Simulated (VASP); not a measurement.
# ZrGa3 (I4/mmm) in VASP: further runs, part 2 of 2

VASP 6.6.1.

### Step 3. Single point, LDA (equal xx and yy strain of +2 %)

INCAR

```
SYSTEM = ZrGa3
  PREC = Accurate
  ENCUT = 520
  EDIFF = 1E-6
  ISMEAR = -1
  SIGMA = 0.03
  LREAL = .FALSE.
  LASPH = .TRUE.
  NELM = 60
  ALGO = Normal
  ISIF = 2
  LWAVE = .FALSE.
  LCHARG = .TRUE.
  LELF = .TRUE.
  LVHAR = .TRUE.
  NBANDS = 34
```

KPOINTS

```
regular mesh
0
G
  12 12 12
  0 0 0
```

POSCAR

```
ZrGa3
1.0
   -2.0252100000      2.0252100000      4.3645000000
    2.0252100000     -2.0252100000      4.3645000000
    2.0252100000      2.0252100000     -4.3645000000
Zr Ga
1 3
Direct
    0.0000000000      0.0000000000      0.0000000000
    0.5000000000      0.5000000000      0.0000000000
    0.7500000000      0.2500000000      0.5000000000
    0.2500000000      0.7500000000      0.5000000000
```

Potentials or basis: VASP PAW LDA potentials, release 64 (Zr_sv, Ga_d).

On the command line:

```sh
$ cat potpaw_LDA.64/Zr_sv/POTCAR potpaw_LDA.64/Ga_d/POTCAR > POTCAR
$ mpirun -np 1 vasp_std > vasp.out
```

OUTCAR:

```text
SYSTEM = ZrGa3
   PREC = Accurate
   ENCUT = 520
   EDIFF = 1E-6
   ISMEAR = -1
   LREAL = .FALSE.
   LASPH = .TRUE.
   NELM = 60
   ISIF = 2

 ion  position               nearest neighbor table
   1  0.000  0.000  0.000-   2 2.86   2 2.86   2 2.86   2 2.86   4 2.98   3 2.98   4 2.98   3 2.98
                             3 2.98   3 2.98   4 2.98   4 2.98
   2  0.500  0.500  0.000-   1 2.86   1 2.86   1 2.86   1 2.86
   3  0.750  0.250  0.500-   4 2.86   4 2.86   4 2.86   4 2.86   1 2.98   1 2.98   1 2.98   1 2.98

   4  0.250  0.750  0.500-   3 2.86   3 2.86   3 2.86   3 2.86   1 2.98   1 2.98   1 2.98   1 2.98

  LATTYP: Found a body centered tetragonal cell.
 ALAT       =     4.0504200000
 C/A-ratio  =     2.1550851517

  Lattice vectors:

 A1 = (  -2.0252100000,   2.0252100000,   4.3645000000)
 A2 = (   2.0252100000,  -2.0252100000,   4.3645000000)
 A3 = (   2.0252100000,   2.0252100000,  -4.3645000000)

Analysis of symmetry for initial positions (statically):
=====================================================================
 Subroutine PRICEL returns:
 Original cell was already a primitive cell.
[... 172 lines left out ...]

 E-fermi :   7.1232     XC(G=0): -11.8815

 val. band max:        7.1087959681   @ k =  -0.0833   0.3333   0.0833
 cond. band min:       7.1308586575   @ k =  -0.3333  -0.4167   0.0833
 fundamental gap:      0.0220626894
 Fermi energy:         7.1231526863

 k-point     1 :       0.0000    0.0000    0.0000
  band No.  band energies     occupation
      1     -41.3362      2.00000
      2     -19.5692      2.00000
      3     -19.5692      2.00000
      4     -19.4975      2.00000
      5      -7.6992      2.00000
      6      -7.6459      2.00000
[... 877 lines left out ...]
     33      13.5638      0.00000
     34      14.2668      0.00000

 [... further k-points ...]

------------------------ aborting loop because EDIFF is reached ----------------------------------------

  FORCE on cell =-STRESS in cart. coord.  units (eV):
  Direction    XX          YY          ZZ          XY          YZ          ZX
  --------------------------------------------------------------------------------------
  -------------------------------------------------------------------------------------
  Total       -5.3264644     -5.3264644     -0.4401899      0.0000000     -0.0000000      0.0000000
  in kB     -119.1831874   -119.1831874     -9.8495418      0.0000000     -0.0000000      0.0000000
  external PRESSURE =     -82.7386389 kB  Pullay stress =       0.0000000 kB

 VOLUME and BASIS-vectors are now :
 -----------------------------------------------------------------------------
  energy-cutoff  :      520.00
  volume of cell :       71.60
      direct lattice vectors                 reciprocal lattice vectors
    -2.025210000  2.025210000  4.364500000     0.000000000  0.246887977  0.114560660
     2.025210000 -2.025210000  4.364500000     0.246887977  0.000000000  0.114560660
     2.025210000  2.025210000 -4.364500000     0.246887977  0.246887977  0.000000000

 POSITION                                       TOTAL-FORCE (eV/Angst)
 -----------------------------------------------------------------------------------
      0.00000      0.00000      0.00000        -0.000000     -0.000000      0.000000
      0.00000      0.00000      4.36450        -0.000000     -0.000000      0.000000
     -0.00000      2.02521      2.18225        -0.000000      0.000000      0.000000
      2.02521     -0.00000      2.18225         0.000000     -0.000000     -0.000000
 -----------------------------------------------------------------------------------
    total drift:                               -0.000000     -0.000000      0.000000

  FREE ENERGIE OF THE ION-ELECTRON SYSTEM (eV)
  ---------------------------------------------------
  free  energy   TOTEN  =       -21.9768504331 eV

  energy  without entropy=      -21.9725278387  energy(sigma->0) =      -21.97468914
```

Run time: 3.1 min. Hardware: 1 thread of Intel Xeon 6975P-C (Granite Rapids), shared host; peak memory 0.44 GiB.

What came out:

- Free energy: -21.9769 eV
- Pressure: -8.3 GPa
- Band gap on the k mesh: zero (an odd number of electrons rules out a gap without spin polarisation)

Levels at points of the mesh, in eV from the Fermi level:
```
           k point  band 23  band 24  band 25  band 26  band 27  band 28  band 29  band 30
(0.00, 0.00, 0.00)    -1.59    -1.55    -1.55    -0.93     1.52     1.85     1.85     3.97
(0.50, 0.00, 0.00)    -3.58    -1.51    -0.13     0.54     2.13     2.27     2.36     3.33
(0.50, 0.50, 0.00)    -3.37    -2.34    -2.19    -1.11     2.52     2.65     2.67     3.90
(0.50, 0.50, 0.50)    -1.13    -1.13     0.11     1.20     1.20     1.59     3.28     4.35
```

Caveat: the cell differs from its parent crystal (equal xx and yy strain of +2 %); the stress differs along the axes, from -12 to -1 GPa.

### Step 4. Single point, LDA (zz strain of +2 %)

INCAR

```
SYSTEM = ZrGa3
PREC     = Accurate       ! precision mode
ENCUT    = 520            ! plane-wave cutoff, eV
EDIFF    = 1E-6           ! SCF threshold, eV
ISMEAR   = -1             ! smearing method
SIGMA    = 0.03           ! smearing width, eV
LREAL    = .False.        ! projectors in reciprocal space
LASPH    = .True.         ! aspherical terms in the spheres
NELM     = 100            ! most SCF steps
ALGO     = Normal         ! electronic algorithm
ISIF     = 2              ! what is computed and relaxed
LWAVE    = .False.        ! write WAVECAR
LCHARG   = .True.         ! write CHGCAR
LELF     = .True.         ! ELF
LVHAR    = .True.       
NBANDS   = 34             ! bands
```

KPOINTS

```
regular mesh
0
Gamma
  12 12 12
  0 0 0
```

POSCAR

```
ZrGa3
1.0
   -1.9855000000      1.9855000000      4.4517900000
    1.9855000000     -1.9855000000      4.4517900000
    1.9855000000      1.9855000000     -4.4517900000
Zr Ga
1 3
Direct
    0.0000000000      0.0000000000      0.0000000000
    0.5000000000      0.5000000000      0.0000000000
    0.7500000000      0.2500000000      0.5000000000
    0.2500000000      0.7500000000      0.5000000000
```

On the command line:

```sh
$ cat potpaw_LDA.64/Zr_sv/POTCAR potpaw_LDA.64/Ga_d/POTCAR > POTCAR
$ mpirun -np 1 vasp_std > vasp.out
```

Wall time 10 min (1 thread of Intel Xeon Platinum 8488C (Sapphire Rapids), shared host); peak memory 0.44 GiB.

Results (log left out):

```
Free energy            : -22.1481 eV
Pressure               : -6.9 GPa
Band gap on the k mesh : zero (an odd number of electrons rules out a gap without spin polarisation)
```

Stress tensor (GPa, compression positive):
```
-9.13  0.00  0.00
 0.00 -9.13  0.00
 0.00  0.00 -2.49
```

Levels at points of the mesh, in eV from the Fermi level:
| k point | band 24 | band 25 | band 26 | band 27 | band 28 | band 29 |
| --- | --- | --- | --- | --- | --- | --- |
| (0.00, 0.00, 0.00) | -1.45 | -1.45 | -0.62 | 1.68 | 2.05 | 2.05 |
| (0.50, 0.00, 0.00) | -1.45 | -0.28 | 0.64 | 2.38 | 2.50 | 2.55 |
| (0.50, 0.50, 0.00) | -2.36 | -2.26 | -1.21 | 2.48 | 2.76 | 2.91 |
| (0.50, 0.50, 0.50) | -0.97 | -0.01 | 1.28 | 1.28 | 1.73 | 3.27 |

Caveat: the cell differs from its parent crystal (zz strain of +2 %); the stress differs along the axes, from -9 to -2 GPa.

### Step 5. Single point, LDA (18.24 Å³/atom)

This run uses another cell than the first one, of 18.24 Å³/atom.

INCAR

```
ALGO = Normal
EDIFF = 1E-7
ENCUT = 520
GGA = CA
ISIF = 2
ISMEAR = -1
LASPH = T
LCHARG = F
LREAL = F
LWAVE = F
NBANDS = 34
NELM = 80
PREC = Accurate
SIGMA = 0.03
```

KPOINTS

```
k-points
0
Gamma
  12 12 12
```

POSCAR

```
ZrGa3
1.0
   -2.0244412589      2.0244412589      4.4501001635
    2.0244412589     -2.0244412589      4.4501001635
    2.0244412589      2.0244412589     -4.4501001635
Zr Ga
1 3
Direct
    0.0000000000      0.0000000000      0.0000000000
    0.5000000000      0.5000000000      0.0000000000
    0.7500000000      0.2500000000      0.5000000000
    0.2500000000      0.7500000000      0.5000000000
```

On the command line:

```sh
$ cat potpaw_LDA.64/Zr_sv/POTCAR potpaw_LDA.64/Ga_d/POTCAR > POTCAR
$ mpirun -np 1 vasp_std > vasp.out
```

It took 8.2 min on 1 thread of Intel Xeon Platinum 8488C (Sapphire Rapids), shared host; peak memory 0.45 GiB.

Results (log left out):

| Item | Value |
| --- | --- |
| Free energy | -21.9583 eV |
| Pressure | -9.8 GPa |
| Band gap on the k mesh | zero (an odd number of electrons rules out a gap without spin polarisation) |

Stress tensor (GPa, compression positive):
```
-12.65   0.00   0.00
  0.00 -12.65   0.00
  0.00   0.00  -4.20
```

Levels at points of the mesh, in eV from the Fermi level:
| k point | band 24 | band 25 | band 26 | band 27 | band 28 | band 29 |
| --- | --- | --- | --- | --- | --- | --- |
| (0.00, 0.00, 0.00) | -1.45 | -1.45 | -0.90 | 1.54 | 1.89 | 1.89 |
| (0.50, 0.00, 0.00) | -1.43 | -0.19 | 0.58 | 2.16 | 2.29 | 2.41 |
| (0.50, 0.50, 0.00) | -2.27 | -2.25 | -1.12 | 2.47 | 2.54 | 2.66 |
| (0.50, 0.50, 0.50) | -1.02 | 0.04 | 1.20 | 1.20 | 1.60 | 3.07 |

Caveat: the stress differs along the axes, from -13 to -4 GPa.

### Step 6. Summary

| cell | gap on the mesh (eV) | pressure (GPa) |
| --- | --- | --- |
| a = 5.205 Å, angles 134.7, 134.7, 66.0°, 4 atoms | none | -6.8 |
| a = 5.220 Å, angles 134.3, 134.3, 66.5°, 4 atoms | none | -8.3 |
| a = 5.263 Å, angles 135.7, 135.7, 64.5°, 4 atoms | none | -6.9 |
| a = 5.292 Å, angles 135.0, 135.0, 65.5°, 4 atoms | none | -9.8 |

Alike in all rows: task single point; level LDA; potentials or basis VASP PAW LDA potentials, release 64 (Zr_sv, Ga_d); no spin polarisation; k mesh 12 × 12 × 12; cutoff (eV) 520; smearing fermi-dirac 0.03 eV.

Caveats: the stress differs along the axes, from -10 to 0 GPa (at least some runs); the stress differs along the axes, from -12 to -1 GPa (at least some runs); the stress differs along the axes, from -9 to -2 GPa (at least some runs); the stress differs along the axes, from -13 to -4 GPa (at least some runs).

Absolute energies hang on the potentials; compare differences alone.

The gap in the log of VASP goes by the Fermi energy; the results here count the filled bands.